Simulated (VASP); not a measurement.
Wanted: the native input for a VASP 6.6.1 run.

| Quantity | Value |
| --- | --- |
| Task | single point |
| Functional | LDA |
| Potentials or basis | VASP PAW LDA potentials, release 64 (Fe, Si) |
| Cutoff | 520 eV |
| k mesh | 16 × 16 × 16 |
| Occupations | gaussian, width 0.05 eV |
| Spin | no spin polarisation |
| Dipole correction | no |
| Further INCAR settings | ALGO = Normal; EDIFF = 1e-06; NBANDS = 13 |

The structure of FeSi lies in POSCAR:

```
FeSi
1.0
    2.6724749263      0.0000000000      0.0000000000
    0.0000000000      2.6724749263      0.0000000000
    0.0000000000      0.0000000000      2.6724749263
Fe Si
1 1
Direct
    0.5000000000      0.5000000000      0.5000000000
    0.0000000000      0.0000000000      0.0000000000
```

This cell differs from its parent crystal: volume scaled by 0.960.

One way to write it, as run:

INCAR

```
PREC = Accurate
ENCUT = 520
EDIFF = 1E-6
ISMEAR = 0
SIGMA = 0.05
LREAL = False
LASPH = True
NELM = 60
ALGO = Normal
ISIF = 2
LWAVE = False
LCHARG = True
GGA = CA
LELF = True
LVHAR = True
NBANDS = 13
```

KPOINTS

```
regular mesh
0
Gamma
  16 16 16
```

Potentials or basis: VASP PAW LDA potentials, release 64 (Fe, Si).

Run with:

```sh
$ cat potpaw_LDA.64/Fe/POTCAR potpaw_LDA.64/Si/POTCAR > POTCAR
$ mpirun -np 1 vasp_std > vasp.out
```

It gave:

```
Pressure               : 13.2 GPa
Band gap on the k mesh : zero (band 6 reaches 12.57 eV, above the bottom of band 7 at 12.39 eV)
```

Run time: 18 s on 1 thread of Intel(R) Xeon(R) Platinum 8488C (Sapphire Rapids), on a shared host, peak memory 0.15 GiB.
